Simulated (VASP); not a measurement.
# PbS (Galena) (Fm-3m) in VASP: notebook

PbS (Galena) is run at these levels: HSE06, PBE0; tasks: single point, relaxation of cell and atoms.

Program: VASP 6.6.1. These are calculated values, not measurements. Logs are shortened: lines on timing, memory, paths and dates and some standing lists are left out, and cuts for length are marked.

### Step 1. The cell of the first run

The structure is cubic, space group Fm-3m (No. 225). Conventional cell: a = 5.973 Å, b = 5.973 Å, c = 5.973 Å, α = 90.00°, β = 90.00°, γ = 90.00°. Within 3.9 Å of Pb (site symmetry m-3m) lie 6 S at 2.99 Å. Within 3.9 Å of S (site symmetry m-3m) lie 6 Pb at 2.99 Å.

### Step 2. Single point, HSE06

File POSCAR:

```
PbS
1.0
    0.0000000000      2.9866538096      2.9866538096
    2.9866538096      0.0000000000      2.9866538096
    2.9866538096      2.9866538096      0.0000000000
Pb S
1 1
Direct
    0.0000000000      0.0000000000      0.0000000000
    0.5000000000      0.5000000000      0.5000000000
```

File INCAR.step1:

```
SYSTEM = PbS
ALGO = Normal
EDIFF = 1E-5
ENCUT = 520
GGA = PE
ISIF = 2
ISMEAR = -1
LASPH = .TRUE.
LCHARG = .FALSE.
LREAL = .FALSE.
LWAVE = .TRUE.
NBANDS = 17
NELM = 100
PREC = Accurate
SIGMA = 0.05
```

File INCAR.step2:

```
SYSTEM = PbS
ALGO = Normal
EDIFF = 1E-7
ENCUT = 520
GGA = PE
HFSCREEN = 0.2079
ISIF = 2
ISMEAR = -1
ISTART = 1
LASPH = .TRUE.
LCHARG = .FALSE.
LHFCALC = .TRUE.
LREAL = .FALSE.
LWAVE = .FALSE.
NBANDS = 17
NELM = 100
PREC = Accurate
PRECFOCK = Normal
SIGMA = 0.05
```

File KPOINTS:

```
k-points
0
G
  4 4 4
  0 0 0
```

Potentials or basis: VASP PAW PBE potentials, release 64 (Pb_d, S).

On the command line:

```console
$ cat potpaw_PBE.64/Pb_d/POTCAR potpaw_PBE.64/S/POTCAR > POTCAR
$ cp INCAR.step1 INCAR
$ mpirun -np 1 vasp_std > vasp.out
$ cp INCAR.step2 INCAR
$ mpirun -np 1 vasp_std > vasp.out
```

OUTCAR:

```text
SYSTEM = PbS
   EDIFF = 1E-7
   ENCUT = 520
   GGA = PE
   HFSCREEN = 0.2079
   ISIF = 2
   ISMEAR = -1
   ISTART = 1
   LASPH = .TRUE.
   LHFCALC = .TRUE.
   LREAL = .FALSE.
   NELM = 100
   PREC = Accurate
   PRECFOCK = Normal

 ion  position               nearest neighbor table
   1  0.000  0.000  0.000-   2 2.99   2 2.99   2 2.99   2 2.99   2 2.99   2 2.99
   2  0.500  0.500  0.500-   1 2.99   1 2.99   1 2.99   1 2.99   1 2.99   1 2.99

  LATTYP: Found a face centered cubic cell.
 ALAT       =     5.9733076192

  Lattice vectors:

 A1 = (   0.0000000000,   2.9866538096,   2.9866538096)
 A2 = (   2.9866538096,   0.0000000000,   2.9866538096)
 A3 = (   2.9866538096,   2.9866538096,   0.0000000000)

Analysis of symmetry for initial positions (statically):
=====================================================================
 Subroutine PRICEL returns:
 Original cell was already a primitive cell.

 Routine SETGRP: Setting up the symmetry group for a
 face centered cubic supercell.

 Subroutine GETGRP returns: Found 48 space group operations
 (whereof 48 operations were pure point group operations)
 out of a pool of 48 trial point group operations.

The static configuration has the point symmetry O_h .

Analysis of symmetry for dynamics (positions and initial velocities):
=====================================================================
 Subroutine PRICEL returns:
 Original cell was already a primitive cell.

 Routine SETGRP: Setting up the symmetry group for a
 face centered cubic supercell.

 Subroutine GETGRP returns: Found 48 space group operations
 (whereof 48 operations were pure point group operations)
 out of a pool of 48 trial point group operations.

The dynamic configuration has the point symmetry O_h .

 Subroutine INISYM returns: Found 48 space group operations
 (whereof 48 operations are pure point group operations),
 and found     1 'primitive' translations

----------------------------------------------------------------------------------------

                                     Primitive cell

  volume of cell :      53.2825

  direct lattice vectors                    reciprocal lattice vectors
     0.000000000  2.986653810  2.986653810    -0.167411435  0.167411435  0.167411435
     2.986653810  0.000000000  2.986653810     0.167411435 -0.167411435  0.167411435
     2.986653810  2.986653810  0.000000000     0.167411435  0.167411435 -0.167411435

  length of vectors
     4.223766324  4.223766324  4.223766324     0.289965111  0.289965111  0.289965111

  position of ions in fractional coordinates (direct lattice)
     0.000000000  0.000000000  0.000000000
     0.500000000  0.500000000  0.500000000

  ion indices of the primitive-cell ions
   primitive index   ion index
                 1           1
                 2           2

----------------------------------------------------------------------------------------

 KPOINTS: k-points

Automatic generation of k-mesh.
 Grid dimensions read from file:
 generate k-points for:    4    4    4

 Generating k-lattice:

  Cartesian coordinates                     Fractional coordinates (reciprocal lattice)
    -0.041852859  0.041852859  0.041852859     0.250000000  0.000000000  0.000000000
     0.041852859 -0.041852859  0.041852859     0.000000000  0.250000000  0.000000000
     0.041852859  0.041852859 -0.041852859     0.000000000  0.000000000  0.250000000

  Length of vectors
     0.072491278  0.072491278  0.072491278

  Shift w.r.t. Gamma in fractional coordinates (k-lattice)
     0.000000000  0.000000000  0.000000000

 Subroutine IBZKPT returns following result:
 ===========================================

 Found      8 irreducible k-points:

 Following reciprocal coordinates:
            Coordinates               Weight
  0.000000  0.000000  0.000000      1.000000
  0.250000  0.000000  0.000000      8.000000
  0.500000  0.000000  0.000000      4.000000
  0.250000  0.250000  0.000000      6.000000
  0.500000  0.250000  0.000000     24.000000
 -0.250000  0.250000  0.000000     12.000000
  0.500000  0.500000  0.000000      3.000000
 -0.250000  0.500000  0.250000      6.000000
   k-points           NKPTS =      8   k-points in BZ     NKDIM =     64   number of bands    NBANDS=     17
   number of dos      NEDOS =    301   number of ions     NIONS =      2
   total plane-waves  NPLWV =  32768
   dimension x,y,z NGX =    32 NGY =   32 NGZ =   32
   dimension x,y,z NGXF=    64 NGYF=   64 NGZF=   64
   ions per type =               1   1
   NGX,Y,Z   is equivalent  to a cutoff of  12.60, 12.60, 12.60 a.u.
   NGXF,Y,Z  is equivalent  to a cutoff of  25.19, 25.19, 25.19 a.u.
 SYSTEM =  PbS
   PREC   = accura    normal or accurate (medium, high low for compatibility)
   ISTART =      1    job   : 0-new  1-cont  2-samecut
   ICHARG =      0    charge: 1-file 2-atom 10-const
   ISPIN  =      1    spin polarized calculation?
   LNONCOLLINEAR =      F non collinear calculations
   LSORBIT =      F    spin-orbit coupling
   LASPH  =      T    aspherical Exc in radial PAW
   ENCUT  =  520.0 eV  38.22 Ry    6.18 a.u.   7.85  7.85  7.85*2*pi/ulx,y,z
   NELM   =    100;   NELMIN=  2; NELMDL=  0     # of ELM steps
   EDIFF  = 0.1E-06   stopping-criterion for ELM
   LREAL  =      F    real-space projection
   EDIFFG = 0.1E-05   stopping-criterion for IOM
   NSW    =      0    number of steps for IOM
   IBRION =     -1    ionic relax: 0-MD 1-quasi-New 2-CG
   NFREE  =      0    steps in history (QN), initial steepest desc. (CG)
   ISIF   =      2    stress and relaxation
   ISYM   =      3    0-nonsym 1-usesym 2-fastsym
   POTIM  = 0.5000    time-step for ionic-motion
   TEBEG  =    0.0;   TEEND  =   0.0 temperature during run
   PSTRESS=    0.0 pullay stress
   NELECT =      20.0000    total number of electrons
   NUPDOWN=      -1.0000    fix difference up-down
   EMIN   =  10.00;   EMAX   =-10.00  energy-range for DOS
   EFERMI =   0.00;   METHOD = LEGACY
   ISMEAR =    -1;   SIGMA  =   0.05  broadening in eV -4-tet -1-fermi 0-gaus
   EFERMI_NEDOS =   21; number of points for ismear=-14 and -15
   IALGO  =     38    algorithm
   IMIX   =      1    mixing-type and parameters
     AMIX     =   0.40;   BMIX     =  1.00
     AMIX_MAG =   1.60;   BMIX_MAG =  1.00
  volume/ion in A,a.u.               =      26.64       179.78
  Fermi-wavevector in a.u.,A,eV,Ry     =   1.180928  2.231630 18.974549  1.394590
  Thomas-Fermi vector in A             =   2.317211
   LORBIT       =      0    0 simple, 1 ext, 2 COOP (PROOUT), +10 PAW based schemes
   GGA     = PE    functional components
   LHFCALC =     T    Hartree Fock is set to
   PRECFOCK=normal    Normal, Fast or Accurate (Low or Medium for compatibility)
   ENCUT4O =  -1.0   cutoff for four orbital integrals eV
   NKREDX  =     1    reduce k-point grid by
   NKREDY  =     1    reduce k-point grid by
   NKREDZ  =     1    reduce k-point grid by
   AEXX    =    0.2500 exact exchange contribution
   HFSCREEN=    0.2079 screening length (either q_TF or 0.3 A-1)
   HFSCREENC=   0.2079 screening length for correlation (either q_TF or 0.3 A-1)
   ENCUTFOCK=  -1.0 apply spherical cutoff to Coloumb kernel
   IVDW    =     0    specifies the selected vdW correction
   LEPSILON=     F    determine dielectric tensor
   LRPA    =     F    only Hartree local field effects (RPA)
 non-spin polarized calculation
  energy-cutoff  :      520.00
  volume of cell :       53.28
 maximum number of plane-waves:      1459
  NGX = 24; NGY = 24; NGZ = 24

 number of electron      20.0000001 magnetization

 Free energy of the ion-electron system (eV)
  ---------------------------------------------------
  ext. energy  EPLUGINS =         0.00000000
  ---------------------------------------------------
  free energy    TOTEN  =       -10.39427779 eV

  energy without entropy =      -10.39426062  energy(sigma->0) =      -10.39426920

 E-fermi :   5.6761     XC(G=0):  -7.9679

 val. band max:        5.2320466680   @ k =   0.5000   0.0000   0.0000
 cond. band min:       6.1200723689   @ k =   0.5000   0.0000   0.0000
 fundamental gap:      0.8880257008
 Fermi energy:         5.6760594851

 k-point     1 :       0.0000    0.0000    0.0000
  band No.  band energies     occupation
      1     -13.2966      2.00000
      2     -13.2966      2.00000
      3     -13.2966      2.00000
      4     -13.2914      2.00000
      5     -13.2914      2.00000
      6      -9.6828      2.00000
      7      -1.1879      2.00000
      8       2.8258      2.00000
      9       2.8258      2.00000
     10       2.8258      2.00000
     11      11.2377      0.00000
     12      11.2377      0.00000
     13      11.2377      0.00000
     14      12.7379      0.00000
     15      12.7379      0.00000
     16      12.7379      0.00000
     17      14.6573      0.00000

 k-point     2 :       0.2500    0.0000    0.0000
  band No.  band energies     occupation
      1     -13.3087      2.00000
      2     -13.3087      2.00000
      3     -13.2949      2.00000
      4     -13.2749      2.00000
      5     -13.2749      2.00000
      6      -9.1629      2.00000
      7      -2.7890      2.00000
      8       2.9894      2.00000
      9       2.9894      2.00000
     10       4.0078      2.00000
     11       8.1716      0.00000
     12       9.1076      0.00000
     13       9.1076      0.00000
     14      12.8430      0.00000
     15      14.0315      0.00000
     16      14.0315      0.00000
     17      17.9544      0.00000

 k-point     3 :       0.5000    0.0000    0.0000
  band No.  band energies     occupation
      1     -13.3248      2.00000
      2     -13.3248      2.00000
      3     -13.2942      2.00000
      4     -13.2542      2.00000
      5     -13.2542      2.00000
      6      -8.4211      2.00000
      7      -4.2735      2.00000
      8       3.2131      2.00000
      9       3.2131      2.00000
     10       5.2320      1.99972
     11       6.1201      0.00028
     12       7.7907      0.00000
     13       7.7907      0.00000
     14      14.6926      0.00000
     15      16.3879      0.00000
     16      16.3879      0.00000
     17      16.7160      0.00000

 k-point     4 :       0.2500    0.2500    0.0000
  band No.  band energies     occupation
      1     -13.3513      2.00000
      2     -13.3080      2.00000
      3     -13.2796      2.00000
      4     -13.2695      2.00000
      5     -13.2695      2.00000
      6      -8.9670      2.00000
      7      -2.5177      2.00000
      8       2.1230      2.00000
      9       2.1230      2.00000
     10       3.3845      2.00000
     11       8.2544      0.00000
     12      10.6441      0.00000
     13      10.9383      0.00000
     14      10.9383      0.00000
     15      15.9824      0.00000
     16      16.1727      0.00000
     17      16.1817      0.00000

 k-point     5 :       0.5000    0.2500    0.0000
  band No.  band energies     occupation
      1     -13.3820      2.00000
      2     -13.2981      2.00000
      3     -13.2946      2.00000
      4     -13.2614      2.00000
      5     -13.2495      2.00000
      6      -8.2136      2.00000
      7      -3.5321      2.00000
      8       1.1598      2.00000
      9       2.1819      2.00000
     10       2.8779      2.00000
     11       8.7037      0.00000
     12       9.7377      0.00000
     13      10.2440      0.00000
     14      12.2968      0.00000
     15      16.7390      0.00000
     16      17.0229      0.00000
     17      17.6657      0.00000

 k-point     6 :      -0.2500    0.2500    0.0000
  band No.  band energies     occupation
      1     -13.3398      2.00000
      2     -13.3113      2.00000
      3     -13.2837      2.00000
      4     -13.2692      2.00000
      5     -13.2673      2.00000
      6      -8.4795      2.00000
      7      -3.5650      2.00000
      8       1.1945      2.00000
      9       3.0993      2.00000
     10       4.3952      2.00000
     11       7.2045      0.00000
     12       8.2784      0.00000
     13      10.2268      0.00000
     14      14.4013      0.00000
     15      14.7901      0.00000
     16      15.9770      0.00000
     17      16.8823      0.00000

 k-point     7 :       0.5000    0.5000    0.0000
  band No.  band energies     occupation
      1     -13.4461      2.00000
      2     -13.3196      2.00000
      3     -13.2679      2.00000
      4     -13.2409      2.00000
      5     -13.2409      2.00000
      6      -7.9709      2.00000
      7      -2.4157      2.00000
      8      -0.4030      2.00000
      9       1.4758      2.00000
     10       1.4758      2.00000
     11       9.7169      0.00000
     12      11.6596      0.00000
     13      11.7533      0.00000
     14      11.7533      0.00000
     15      17.4367      0.00000
     16      18.5930      0.00000
     17      18.6327      0.00000

 k-point     8 :      -0.2500    0.5000    0.2500
  band No.  band energies     occupation
      1     -13.4023      2.00000
      2     -13.2934      2.00000
      3     -13.2816      2.00000
      4     -13.2816      2.00000
      5     -13.2409      2.00000
      6      -7.9385      2.00000
      7      -3.2459      2.00000
      8       0.4261      2.00000
      9       0.4261      2.00000
     10       4.0803      2.00000
     11       8.0303      0.00000
     12      10.6635      0.00000
     13      10.6635      0.00000
     14      14.2540      0.00000
     15      14.2540      0.00000
     16      18.2253      0.00000
     17      18.6286      0.00000

------------------------ aborting loop because EDIFF is reached ----------------------------------------

  FORCE on cell =-STRESS in cart. coord.  units (eV):
  Direction    XX          YY          ZZ          XY          YZ          ZX
  --------------------------------------------------------------------------------------
  -------------------------------------------------------------------------------------
  Total       -0.0406500     -0.0406500     -0.0406500      0.0000000      0.0000000     -0.0000000
  in kB       -1.2223243     -1.2223243     -1.2223243      0.0000000      0.0000000     -0.0000000
  external PRESSURE =      -1.2223243 kB  Pullay stress =       0.0000000 kB

 VOLUME and BASIS-vectors are now :
 -----------------------------------------------------------------------------
  energy-cutoff  :      520.00
  volume of cell :       53.28
      direct lattice vectors                 reciprocal lattice vectors
     0.000000000  2.986653810  2.986653810    -0.167411435  0.167411435  0.167411435
     2.986653810  0.000000000  2.986653810     0.167411435 -0.167411435  0.167411435
     2.986653810  2.986653810  0.000000000     0.167411435  0.167411435 -0.167411435

 POSITION                                       TOTAL-FORCE (eV/Angst)
 -----------------------------------------------------------------------------------
      0.00000      0.00000      0.00000        -0.000000     -0.000000     -0.000000
      2.98665      2.98665      2.98665         0.000000      0.000000      0.000000
 -----------------------------------------------------------------------------------
    total drift:                               -0.000002     -0.000002     -0.000001

  FREE ENERGIE OF THE ION-ELECTRON SYSTEM (eV)
  ---------------------------------------------------
  free  energy   TOTEN  =       -10.3942777935 eV

  energy  without entropy=      -10.3942606154  energy(sigma->0) =      -10.39426920
```

It took 3.6 min on 1 thread of Intel Xeon 6975P-C (Granite Rapids), shared host; peak memory 0.27 GiB.

What came out:

* Free energy: -10.3943 eV
* Pressure: -0.1 GPa
* Band gap on the k mesh: 0.89 eV, direct

Caveat: the k points lie up to 0.46 Å⁻¹ apart; the PAW data sets were made with another functional, which shifts forces and pressure a little; spin-orbit coupling is left out, which moves the levels of the heavy elements. A k mesh can miss the band edges.

### Step 3. Relaxation of cell and atoms, HSE06

This run uses another cell than the first one, of 26.09 Å³/atom, 0.979 times its volume.

File POSCAR:

```
PbS
1.0
    0.0000000000      2.9657500000      2.9657500000
    2.9657500000      0.0000000000      2.9657500000
    2.9657500000      2.9657500000      0.0000000000
Pb S
1 1
Direct
    0.0000000000      0.0000000000      0.0000000000
    0.5000000000      0.5000000000      0.5000000000
```

File INCAR.step1:

```
ALGO = Normal
EDIFF = 1E-5
ENCUT = 600
GGA = PE
ISMEAR = -1
LASPH = T
LCHARG = F
LREAL = F
LWAVE = T
NBANDS = 17
NELM = 60
PREC = Accurate
SIGMA = 0.05
```

File INCAR.step2:

```
ALGO = Normal
EDIFF = 1E-6
EDIFFG = -0.01
ENCUT = 600
GGA = PE
HFSCREEN = 0.2079
IBRION = 2
ISIF = 3
ISMEAR = -1
ISTART = 1
LASPH = T
LCHARG = F
LHFCALC = T
LREAL = F
LWAVE = F
NELM = 60
NSW = 60
PREC = Accurate
PRECFOCK = Normal
SIGMA = 0.05
```

File KPOINTS:

```
k-points
0
Gamma
  4 4 4
```

Potentials or basis: VASP PAW PBE potentials, release 64 (Pb_d, S).

On the command line:

```console
$ cat potpaw_PBE.64/Pb_d/POTCAR potpaw_PBE.64/S/POTCAR > POTCAR
$ cp INCAR.step1 INCAR
$ mpirun -np 1 vasp_std > vasp.out
$ cp INCAR.step2 INCAR
$ mpirun -np 1 vasp_std > vasp.out
```

It took 22 min on 1 thread of Intel Xeon 6975P-C (Granite Rapids), shared host; peak memory 0.32 GiB.

Results (log left out):

- Free energy: -10.3944 eV
- Relaxed volume: 26.60 Å³/atom
- Relaxed cell: a = 4.221 Å, b = 4.221 Å, c = 4.221 Å, α = 60.00°, β = 60.00°, γ = 60.00°
- Space group after relaxing (to 0.05 Å): Fm-3m (No. 225)
- Energy gained by relaxing: 1.9 meV/atom
- Ionic steps: 4
- Pressure after relaxing: 0.0 GPa
- Band gap on the k mesh: 0.88 eV, direct

Step by step:
| step | energy change (eV) | largest force (eV/Å) | pressure (GPa) | volume (Å³) |
| --- | --- | --- | --- | --- |
| 1 | 0.0000 | 0.0000 | 1.18 | 52.17 |
| 2 | -0.0033 | 0.0000 | -0.29 | 53.63 |
| 3 | -0.0039 | 0.0000 | -0.07 | 53.26 |
| 4 | -0.0039 | 0.0000 | -0.02 | 53.19 |

Final structure:
```
Pb S
1.0
     0.00000    2.98495    2.98495
     2.98495    0.00000    2.98495
     2.98495    2.98495    0.00000
Pb S
1 1
Direct
  0.00000 0.00000 0.00000
  0.50000 0.50000 0.50000
```

Levels at points of the mesh, in eV from the valence-band top:
| k point | band 7 | band 8 | band 9 | band 10 | band 11 | band 12 | band 13 | band 14 |
| --- | --- | --- | --- | --- | --- | --- | --- | --- |
| (0.00, 0.00, 0.00) | -6.42 | -2.42 | -2.42 | -2.42 | 6.01 | 6.01 | 6.01 | 7.50 |
| (0.50, 0.00, 0.00) | -9.52 | -2.03 | -2.03 | 0.00 | 0.88 | 2.55 | 2.55 | 9.46 |
| (0.50, 0.50, 0.00) | -7.65 | -5.65 | -3.77 | -3.77 | 4.48 | 6.43 | 6.53 | 6.53 |

Caveat: the k points lie up to 0.46 Å⁻¹ apart in the final cell; the PAW data sets were made with another functional, which shifts forces and pressure a little; spin-orbit coupling is left out, which moves the levels of the heavy elements.

(Part 1 of 2 ends here.)
